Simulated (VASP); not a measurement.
Here is a VASP 6.6.1 calculation.

INCAR

```
SYSTEM = SrO
PREC = Accurate
ENCUT = 600
EDIFF = 1E-6
ISMEAR = -1
SIGMA = 0.05
LREAL = .False.
LASPH = .True.
NELM = 60
ALGO = Normal
ISIF = 3
LWAVE = .False.
LCHARG = .False.
GGA = PE
IBRION = 2
NSW = 80
EDIFFG = -0.02
```

The input KPOINTS:

```
regular mesh
0
Gamma
  9 9 9
  0 0 0
```

POSCAR

```
SrO
1.0
    0.0000000000      2.5663000000      2.5663000000
    2.5663000000      0.0000000000      2.5663000000
    2.5663000000      2.5663000000      0.0000000000
Sr O
1 1
Direct
    0.5000000000      0.5000000000      0.5000000000
    0.0000000000      0.0000000000      0.0000000000
```

Potentials or basis: VASP PAW PBE potentials, release 64 (Sr_sv, O).

The run is started by

```bash
$ cat potpaw_PBE.64/Sr_sv/POTCAR potpaw_PBE.64/O/POTCAR > POTCAR
$ mpirun -np 1 vasp_std > vasp.out
```

(1) Estimate the space group after relaxing (to 0.1 Å).

(2) What does it give for the relaxed volume?

(3) Estimate the relaxed cell.

## Answers

(1) Fm-3m (No. 225).

(2) 17.62 Å³/atom.

(3) a = 3.680 Å, b = 3.680 Å, c = 3.680 Å, α = 60.00°, β = 60.00°, γ = 60.00°.
